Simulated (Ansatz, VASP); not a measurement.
# Two plane-wave programs on Zr2Cl

```xyz
6
Lattice="0.0000 5.4564 5.4564 5.4564 0.0000 5.4564 5.4564 5.4564 0.0000" Properties=species:S:1:pos:R:3 pbc="T T T"
Zr    6.8204    6.8204    6.8204
Zr    4.0923    4.0923    6.8204
Zr    4.0923    6.8204    4.0923
Zr    6.8204    4.0923    4.0923
Cl    5.4564    5.4564    5.4564
Cl    8.1845    8.1845    8.1845
```

Alike in both runs: task single point; functional PBE; k mesh 4 × 4 × 4; occupations gaussian, width 0.1 eV; collinear spin.

```csv
,VASP,Ansatz
version,VASP 6.6.1,Ansatz 0.2.0
potentials or method,"VASP PAW PBE potentials, release 64 (Zr_sv, Cl), cutoff 520 eV","scalar-relativistic, plane waves, PAW"
valence electrons in the cell,62,62
```

|  | VASP | Ansatz | Ansatz less VASP |
| --- | --- | --- | --- |
| gap on the k mesh at the Fermi level (eV) | none | none | - |
| pressure (GPa) | 0.1 | 0.0 | -0.08 |
| net moment per atom (μB) | 0.15 | 0.15 | -0.007 |
| size of the moment on the site where the two differ most (μB) | 0.12 | 0.07 | -0.042 |

Site moments also hang on the region over which each program counts them. A gap of «none» marks a metal or a gap that the smearing closes.
